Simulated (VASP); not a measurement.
Here is a VASP 6.6.1 calculation.

INCAR

```
PREC     = Accurate       # precision mode
ENCUT    = 520            # plane-wave cutoff, eV
EDIFF    = 1E-6           # SCF threshold, eV
ISMEAR   = -1             # smearing method
SIGMA    = 0.02           # smearing width, eV
LREAL    = F              # projectors in reciprocal space
LASPH    = T              # aspherical terms in the spheres
NELM     = 60             # most SCF steps
ALGO     = Normal         # electronic algorithm
ISIF     = 2              # what is computed and relaxed
LWAVE    = F              # write WAVECAR
LCHARG   = F              # write CHGCAR
GGA      = PS             # functional
NBANDS   = 17             # bands
```

The input KPOINTS:

```
regular mesh
0
Gamma
  8 8 8
```

File POSCAR:

```
PbO
1.0
    3.1587099772      0.0000000000      0.0000000000
    0.0000000000      3.1587099772      0.0000000000
    0.0000000000      0.0000000000      3.1587099772
Pb O
1 1
Direct
    0.0000000000      0.0000000000      0.0000000000
    0.5000000000      0.5000000000      0.5000000000
```

Potentials or basis: VASP PAW PBE potentials, release 64 (Pb_d, O).

Launch:

```bash
$ cat potpaw_PBE.64/Pb_d/POTCAR potpaw_PBE.64/O/POTCAR > POTCAR
$ mpirun -np 1 vasp_std > vasp.out
```

**Question.** What does it give for the pressure?

**Answer.** -0.1 GPa.

**Question.** What does it give for the band gap on the k mesh?

**Answer.** 0.42 eV, indirect (least direct gap 0.81 eV).

Caveat: the PAW data sets were made with another functional, which shifts forces and pressure a little; spin-orbit coupling is left out, which moves the levels of the heavy elements. As with any semilocal functional, this PBEsol gap is likely too small.
